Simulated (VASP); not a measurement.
A run of VASP 6.6.1 is set up as follows.

Contents of INCAR:

```
PREC = Accurate
ENCUT = 600
EDIFF = 1E-6
ISMEAR = 0
SIGMA = 0.02
LREAL = F
LASPH = T
NELM = 80
ALGO = Normal
ISIF = 4
LWAVE = F
LCHARG = F
GGA = PE
IBRION = 2
NSW = 50
EDIFFG = -0.01
```

Contents of KPOINTS:

```
regular mesh
0
Gamma
  12 12 4
```

File POSCAR:

```
ZnS
1.0
    3.8078649572      0.0000000000      0.0000000000
   -1.9039324786      3.2977077871      0.0000000000
    0.0000000000      0.0000000000     12.4630422168
Zn S
4 4
Direct
    0.0000000000      0.0000000000      0.0000503385
    0.0000000000      0.0000000000      0.5000503385
    0.3333333333      0.6666666667      0.2500245045
    0.6666666667      0.3333333333      0.7500245045
    0.0000000000      0.0000000000      0.1872897063
    0.0000000000      0.0000000000      0.6872897063
    0.3333333333      0.6666666667      0.4376354507
    0.6666666667      0.3333333333      0.9376354507
```

Potentials or basis: VASP PAW PBE potentials, release 64 (Zn, S).

Run with:

```bash
$ cat potpaw_PBE.64/Zn/POTCAR potpaw_PBE.64/S/POTCAR > POTCAR
$ mpirun -np 1 vasp_std > vasp.out
```

Problem. Estimate the band gap on the k mesh.

Solution. 2.19 eV.

Forces on the atoms (eV/Å):
```
Zn   0.000  0.000  0.009
Zn   0.000  0.000  0.009
Zn   0.000  0.000  0.005
Zn   0.000  0.000  0.005
S    0.000  0.000 -0.008
S    0.000  0.000 -0.008
S    0.000  0.000 -0.006
S    0.000  0.000 -0.006
```

Caveat: the relaxation stopped at its first step, so nothing moved. A k mesh can miss the band edges.
